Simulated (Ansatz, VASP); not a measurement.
**KBr: VASP beside Ansatz**

POSCAR

```
KBr
1.0
    0.0000000000      3.1371354424      3.1371354424
    3.1371354424      0.0000000000      3.1371354424
    3.1371354424      3.1371354424      0.0000000000
K Br
1 1
Direct
    0.0000000000      0.0000000000      0.0000000000
    0.5000000000      0.5000000000      0.5000000000
```

File INCAR.step1:

```
PREC = Accurate ; ENCUT = 520
EDIFF = 1E-5 ; ISMEAR = 0
SIGMA = 0.01 ; LREAL = False
LASPH = True ; NELM = 60
ALGO = Normal ; ISIF = 2
LWAVE = True ; LCHARG = False
NBANDS = 15 ; GGA = PE
```

INCAR.step2

```
PREC = Accurate ; ENCUT = 520
EDIFF = 1E-6 ; ISMEAR = 0
SIGMA = 0.01 ; LREAL = False
LASPH = True ; NELM = 60
ALGO = Normal ; ISIF = 2
LWAVE = False ; LCHARG = False
GGA = PE ; LHFCALC = True
HFSCREEN = 0.2079 ; PRECFOCK = Normal
NBANDS = 15 ; ISTART = 1
```

The input KPOINTS:

```
regular mesh
0
Gamma
  4 4 4
```

Input for Ansatz:

```yaml
crystal:
  lattice:
    - [0.0, 3.1371354424, 3.1371354424]
    - [3.1371354424, 0.0, 3.1371354424]
    - [3.1371354424, 3.1371354424, 0.0]
  atoms:
    - { symbol: K, position: [0.0, 0.0, 0.0] }
    - { symbol: Br, position: [0.5, 0.5, 0.5] }
kpoints:
  mp_grid: { grid: [4, 4, 4] }
  band_path:
    path:
      - [0.0, 0.0, 0.0]
      - [0.5, 0.0, 0.5]
      - [0.625, 0.25, 0.625]
      - [0.375, 0.375, 0.75]
      - [0.5, 0.5, 0.5]
      - [0.5, 0.25, 0.75]
    npoints: 1
hamiltonian:
  xc: hse06
scf:
  occupations: { method: fixed }
  n_extra_bands: 4
output:
  forces: true
  stress: true
  eigenvalues: true
  write_density: true
  write_potential: true
  elf: true
  volumetric_format: npy
```

Change from the starting cell: hydrostatic strain -5.0%.

Alike in both runs: task single point; functional HSE06; k mesh 4 × 4 × 4; no spin polarisation.

|  | VASP | Ansatz |
| --- | --- | --- |
| version | VASP 6.6.1 | Ansatz 0.2.0 |
| potentials or method | VASP PAW PBE potentials, release 64 (K_sv, Br) | plane waves, PAW |
| plane-wave cutoff (eV) | 520 | 420 |
| occupations | gaussian, width 0.01 eV | fixed |
| valence electrons in the cell | 16 | 16 |

VASP gave:

- gap on the k mesh at the Fermi level (eV): 6.08
- pressure (GPa): 4.1

Problem. Estimate Ansatz's values.

Solution. gap on the k mesh at the Fermi level (eV): 6.09; pressure (GPa): 4.0.

Ansatz's warnings: stress exchange threshold loose, stress scf threshold loose.

The k mesh is coarse, so the values compare programs but aren't converged.
